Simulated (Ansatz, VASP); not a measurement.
**Co in VASP and in Ansatz**

```
Co
1.0
     0.00000    2.24751    2.24751
     2.24751    0.00000    2.24751
     2.24751    2.24751    0.00000
Co
2
Direct
  0.00000 0.00000 0.00000
  0.50000 0.50000 0.50000
```

Alike in both runs: task single point; functional PBEsol; k mesh 14 × 14 × 14; occupations fermi-dirac, width 0.05 eV; collinear spin.

|  | VASP | Ansatz |
| --- | --- | --- |
| version | VASP 6.6.1 | Ansatz 0.2.0 |
| potentials or method | VASP PAW PBE potentials, release 64 (Co), cutoff 520 eV | plane waves (420 eV) with PAW, scalar-relativistic |
| valence electrons in the cell | 18 | 34 |

Ansatz gave:

* pressure (GPa): 11.0
* net moment per atom (μB): 1.62
* size of the moment on the site where the two differ most (μB): 1.61

Problem. What did VASP give for the same quantities?

Solution. Pressure (GPa): 9.6; net moment per atom (μB): 1.60; size of the moment on the site where the two differ most (μB): 1.59.

VASP's potentials were made for PBE, not for PBEsol, and Ansatz warns of the same on its side. Site moments also hang on the region over which each program counts them. With one functional, cell and mesh, what is left measures potentials, basis and numerics. VASP's potentials hold 18 valence electrons a cell and Ansatz's 34, so a difference there can come from the potentials and not from the codes.
